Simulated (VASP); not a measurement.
# CdPb2 (P6/mmm) in VASP: notebook

Runs on CdPb2. Level: PBE. Tasks: single point, relaxation of cell and atoms.

All numbers are computed with VASP 6.6.1; they aren't measurements. Logs are shortened: lines on timing, memory, paths and dates and some standing lists are left out, and cuts for length are marked.

**1. The cell of the first run**

It takes space group P6/mmm (No. 191, hexagonal). The conventional cell has a = 5.564 Å, b = 5.564 Å, c = 3.367 Å, α = 90.00°, β = 90.00°, γ = 120.00°. Within 4.4 Å of Cd (site symmetry 6/mmm) lie 2 Cd at 3.37 Å and 12 Pb at 3.63 Å. Within 4.2 Å of Pb (site symmetry -6m2) lie 5 Pb at 3.21 to 3.37 Å and 6 Cd at 3.63 Å.

**2. Single point, PBE**

Contents of INCAR:

```
SYSTEM = CdPb2
ALGO     = Normal         ! electronic algorithm
EDIFF    = 1E-6           ! SCF threshold, eV
ENCUT    = 520            ! plane-wave cutoff, eV
GGA      = PE             ! functional
ISIF     = 2              ! what is computed and relaxed
ISMEAR   = 0              ! smearing method
LASPH    = .TRUE.         ! aspherical terms in the spheres
LCHARG   = .TRUE.         ! write CHGCAR
LELF     = .TRUE.         ! ELF
LREAL    = .FALSE.        ! projectors in reciprocal space
LVHAR    = .TRUE.       
LWAVE    = .FALSE.        ! write WAVECAR
NBANDS   = 27             ! bands
NELM     = 60             ! most SCF steps
PREC     = Accurate       ! precision mode
SIGMA    = 0.1            ! smearing width, eV
```

Contents of KPOINTS:

```
k-points
0
G
  6 6 6
  0 0 0
```

Contents of POSCAR:

```
CdPb2
1.0
    5.5640677746      0.0000000000      0.0000000000
   -2.7820338873      4.8186240412      0.0000000000
    0.0000000000      0.0000000000      3.3666225637
Cd Pb
1 2
Direct
    0.0000000000      0.0000000000      0.0000000000
    0.3333333333      0.6666666667      0.5000000000
    0.6666666667      0.3333333333      0.5000000000
```

Potentials or basis: VASP PAW PBE potentials, release 64 (Cd, Pb_d).

Command:

```bash
$ cat potpaw_PBE.64/Cd/POTCAR potpaw_PBE.64/Pb_d/POTCAR > POTCAR
$ mpirun -np 1 vasp_std > vasp.out
```

OUTCAR:

```text
SYSTEM = CdPb2
   EDIFF = 1E-6
   ENCUT = 520
   GGA = PE
   ISIF = 2
   ISMEAR = 0
   LASPH = .TRUE.
   LREAL = .FALSE.
   NELM = 60
   PREC = Accurate

 ion  position               nearest neighbor table
   1  0.000  0.000  0.000-   2 3.63   3 3.63   2 3.63   3 3.63   3 3.63   3 3.63   2 3.63   2 3.63
                             3 3.63   3 3.63   2 3.63   2 3.63
   2  0.333  0.667  0.500-   3 3.21   3 3.21   3 3.21   1 3.63   1 3.63   1 3.63   1 3.63   1 3.63
                             1 3.63
   3  0.667  0.333  0.500-   2 3.21   2 3.21   2 3.21   1 3.63   1 3.63   1 3.63   1 3.63   1 3.63
                             1 3.63

  LATTYP: Found a hexagonal cell.
 ALAT       =     5.5640677746
 C/A-ratio  =     0.6050649812

  Lattice vectors:

 A1 = (   5.5640677746,   0.0000000000,   0.0000000000)
 A2 = (  -2.7820338873,   4.8186240412,   0.0000000000)
 A3 = (   0.0000000000,   0.0000000000,   3.3666225637)

Analysis of symmetry for initial positions (statically):
=====================================================================
 Subroutine PRICEL returns:
 Original cell was already a primitive cell.

 Routine SETGRP: Setting up the symmetry group for a
 hexagonal supercell.

 Subroutine GETGRP returns: Found 24 space group operations
 (whereof 24 operations were pure point group operations)
 out of a pool of 24 trial point group operations.

The static configuration has the point symmetry D_6h.

Analysis of symmetry for dynamics (positions and initial velocities):
=====================================================================
 Subroutine PRICEL returns:
 Original cell was already a primitive cell.

 Routine SETGRP: Setting up the symmetry group for a
 hexagonal supercell.

 Subroutine GETGRP returns: Found 24 space group operations
 (whereof 24 operations were pure point group operations)
 out of a pool of 24 trial point group operations.

The dynamic configuration has the point symmetry D_6h.

 Subroutine INISYM returns: Found 24 space group operations
 (whereof 24 operations are pure point group operations),
 and found     1 'primitive' translations

----------------------------------------------------------------------------------------

                                     Primitive cell

  volume of cell :      90.2630

  direct lattice vectors                    reciprocal lattice vectors
[... 81 lines left out ...]
   ISTART =      0    job   : 0-new  1-cont  2-samecut
   ICHARG =      2    charge: 1-file 2-atom 10-const
   ISPIN  =      1    spin polarized calculation?
   LNONCOLLINEAR =      F non collinear calculations
   LSORBIT =      F    spin-orbit coupling
   LASPH  =      T    aspherical Exc in radial PAW
   ENCUT  =  520.0 eV  38.22 Ry    6.18 a.u.  10.35 10.35  6.26*2*pi/ulx,y,z
   NELM   =     60;   NELMIN=  2; NELMDL= -5     # of ELM steps
   EDIFF  = 0.1E-05   stopping-criterion for ELM
   LREAL  =      F    real-space projection
   EDIFFG = 0.1E-04   stopping-criterion for IOM
   NSW    =      0    number of steps for IOM
   IBRION =     -1    ionic relax: 0-MD 1-quasi-New 2-CG
   NFREE  =      0    steps in history (QN), initial steepest desc. (CG)
   ISIF   =      2    stress and relaxation
   ISYM   =      2    0-nonsym 1-usesym 2-fastsym
   POTIM  = 0.5000    time-step for ionic-motion
   TEBEG  =    0.0;   TEEND  =   0.0 temperature during run
   PSTRESS=    0.0 pullay stress
   NELECT =      40.0000    total number of electrons
   NUPDOWN=      -1.0000    fix difference up-down
   EMIN   =  10.00;   EMAX   =-10.00  energy-range for DOS
   EFERMI =   0.00;   METHOD = LEGACY
   ISMEAR =     0;   SIGMA  =   0.10  broadening in eV -4-tet -1-fermi 0-gaus
   EFERMI_NEDOS =   21; number of points for ismear=-14 and -15
   IALGO  =     38    algorithm
   IMIX   =      4    mixing-type and parameters
     AMIX     =   0.40;   BMIX     =  1.00
     AMIX_MAG =   1.60;   BMIX_MAG =  1.00
  volume/ion in A,a.u.               =      30.09       203.04
  Fermi-wavevector in a.u.,A,eV,Ry     =   1.248125  2.358615 21.195385  1.557817
  Thomas-Fermi vector in A             =   2.382226
   LORBIT       =      0    0 simple, 1 ext, 2 COOP (PROOUT), +10 PAW based schemes
   GGA     = PE    functional components
   LHFCALC =     F    Hartree Fock is set to
   AEXX    =    0.0000 exact exchange contribution
   IVDW    =     0    specifies the selected vdW correction
   LEPSILON=     F    determine dielectric tensor
   LRPA    =     F    only Hartree local field effects (RPA)
 non-spin polarized calculation
 Gauss-broadening in eV      SIGMA  =   0.10
  energy-cutoff  :      520.00
  volume of cell :       90.26
 maximum number of plane-waves:      2454
 NGX is ok and might be reduce to    42
   NGX = 21   NGY = 21   NGZ = 13

 number of electron      39.9999997 magnetization

 Free energy of the ion-electron system (eV)
  ---------------------------------------------------
  ext. energy  EPLUGINS =         0.00000000
  ---------------------------------------------------
  free energy    TOTEN  =        -7.50991964 eV

  energy without entropy =       -7.49340194  energy(sigma->0) =       -7.50166079

 E-fermi :   5.1991     XC(G=0):  -9.9453

 val. band max:        5.1696504717   @ k =   0.3333   0.1667   0.3333
 cond. band min:       5.2068470342   @ k =   0.1667   0.1667   0.5000
 fundamental gap:      0.0371965625
 Fermi energy:         5.1991036870

 k-point     1 :       0.0000    0.0000    0.0000
  band No.  band energies     occupation
      1     -12.0304      2.00000
      2     -11.8389      2.00000
      3     -11.8357      2.00000
      4     -11.8357      2.00000
      5     -11.7194      2.00000
      6     -11.7194      2.00000
[... 709 lines left out ...]
     26      10.6640      0.00000
     27      11.0304      0.00000

 [... further k-points ...]
[... 5 lines left out ...]
  --------------------------------------------------------------------------------------
  -------------------------------------------------------------------------------------
  Total       -0.0188960     -0.0188960     -0.0912561      0.0000000      0.0000000      0.0000000
  in kB       -0.3354051     -0.3354051     -1.6198043      0.0000000      0.0000000      0.0000000
  external PRESSURE =      -0.7635382 kB  Pullay stress =       0.0000000 kB

 VOLUME and BASIS-vectors are now :
 -----------------------------------------------------------------------------
  energy-cutoff  :      520.00
  volume of cell :       90.26
      direct lattice vectors                 reciprocal lattice vectors
     5.564067775  0.000000000  0.000000000     0.179724626  0.103764061  0.000000000
    -2.782033887  4.818624041  0.000000000     0.000000000  0.207528122  0.000000000
     0.000000000  0.000000000  3.366622564     0.000000000  0.000000000  0.297033594

 POSITION                                       TOTAL-FORCE (eV/Angst)
 -----------------------------------------------------------------------------------
      0.00000      0.00000      0.00000        -0.000000      0.000000     -0.000000
     -0.00000      3.21242      1.68331        -0.000000     -0.000000     -0.000000
      2.78203      1.60621      1.68331         0.000000      0.000000      0.000000
 -----------------------------------------------------------------------------------
    total drift:                                0.000000      0.000000     -0.000000

  FREE ENERGIE OF THE ION-ELECTRON SYSTEM (eV)
  ---------------------------------------------------
  free  energy   TOTEN  =        -7.5099196428 eV

  energy  without entropy=       -7.4934019389  energy(sigma->0) =       -7.50166079
```

It took 31 s on 1 thread of Intel Xeon 6975P-C (Granite Rapids), shared host; peak memory 0.25 GiB.

Results:

```yaml
Free_energy: -7.5099 eV
Pressure: -0.1 GPa
Band_gap_on_the_k_mesh: zero (band 20 reaches 7.26 eV, above the bottom of band 21 at 4.01 eV)
```

Caveat: spin-orbit coupling is left out, which moves the levels of the heavy elements.

**3. Relaxation of cell and atoms, PBE**

This run uses another cell than the first one, of 26.74 Å³/atom, 0.889 times its volume.

Contents of INCAR:

```
PREC = Accurate
ENCUT = 600
EDIFF = 1E-6
ISMEAR = 0
SIGMA = 0.1
LREAL = False
LASPH = True
NELM = 80
ALGO = Normal
ISIF = 3
LWAVE = False
LCHARG = False
GGA = PE
IBRION = 2
NSW = 90
EDIFFG = -0.04
```

Contents of KPOINTS:

```
regular mesh
0
Gamma
  6 6 4
```

Contents of POSCAR:

```
CdPb2
1.0
    4.4104385561      0.0000000000      0.0000000000
   -2.2052192780      3.8195518314      0.0000000000
    0.0000000000      0.0000000000      4.7621014310
Cd Pb
1 2
Direct
    0.0000000000      0.0000000000      0.0000000000
    0.3333333333      0.6666666667      0.5000000000
    0.6666666667      0.3333333333      0.5000000000
```

Potentials or basis: VASP PAW PBE potentials, release 64 (Cd, Pb_d).

Command:

```bash
$ cat potpaw_PBE.64/Cd/POTCAR potpaw_PBE.64/Pb_d/POTCAR > POTCAR
$ mpirun -np 1 vasp_std > vasp.out
```

It took 4 min on 1 thread of Intel Xeon 6975P-C (Granite Rapids), shared host; peak memory 0.25 GiB.

It converged, with:

| Quantity | Value |
| --- | --- |
| Free energy | -7.4051 eV |
| Relaxed volume | 30.96 Å³/atom |
| Relaxed cell | a = 5.415 Å, b = 5.415 Å, c = 3.658 Å, α = 90.00°, β = 90.00°, γ = 120.00° |
| Space group after relaxing (to 0.05 Å) | P6/mmm (No. 191) |
| Energy gained by relaxing | 1077.2 meV/atom |
| Ionic steps | 13 |
| Pressure after relaxing | 0.0 GPa |
| Band gap on the k mesh | zero (band 20 reaches 7.69 eV, above the bottom of band 21 at 3.32 eV) |

The path:
| step | energy change (eV) | largest force (eV/Å) | pressure (GPa) | volume (Å³) |
| --- | --- | --- | --- | --- |
| 1 | 0.0000 | 0.0000 | 25.60 | 80.22 |
| 2 | -2.2233 | 0.0000 | -4.09 | 138.26 |
| 3 | -2.5768 | 0.0000 | -0.51 | 112.75 |
| 4 | -2.5787 | 0.0000 | -1.08 | 115.10 |
| 5 | -2.5792 | 0.0000 | -0.92 | 114.33 |
| 6 | -2.6582 | 0.0000 | -0.84 | 111.37 |
| 7 | -2.9733 | 0.0000 | -0.44 | 102.19 |
| 8 | -3.0339 | 0.0000 | 4.51 | 82.52 |
| 9 | -3.2226 | 0.0000 | 0.81 | 91.56 |
| 10 | -3.2232 | 0.0000 | 1.02 | 90.71 |
| 11 | -3.2122 | 0.0000 | -0.90 | 94.42 |
| 12 | -3.2306 | 0.0000 | 0.21 | 92.13 |
| 13 | -3.2315 | 0.0000 | -0.01 | 92.89 |

Final structure:
```
Cd Pb
1.0
     5.41508    0.00000    0.00000
    -2.70754    4.68960    0.00000
     0.00000    0.00000    3.65786
Cd Pb
1 2
Direct
  0.00000 0.00000 0.00000
  0.33333 0.66667 0.50000
  0.66667 0.33333 0.50000
```

Levels at points of the mesh, in eV from the Fermi level:
```csv
k point,band 16,band 17,band 18,band 19,band 20,band 21,band 22,band 23,band 24
"(0.00, 0.00, 0.00)",-8.34,-6.27,-1.79,-1.50,-1.50,-0.01,-0.01,2.12,6.09
"(0.50, 0.00, 0.00)",-8.34,-7.98,-3.86,-3.05,2.81,2.88,3.61,4.48,4.52
"(0.00, 0.00, 0.50)",-8.29,-5.07,-4.44,-0.40,-0.40,0.67,1.78,1.99,2.98
"(0.50, 0.00, 0.50)",-7.76,-7.25,-2.83,-2.33,-1.17,-1.09,0.19,2.48,4.90
```

Caveat: the volume moved by over 15 % at a fixed basis, so the end points are rough; spin-orbit coupling is left out, which moves the levels of the heavy elements.
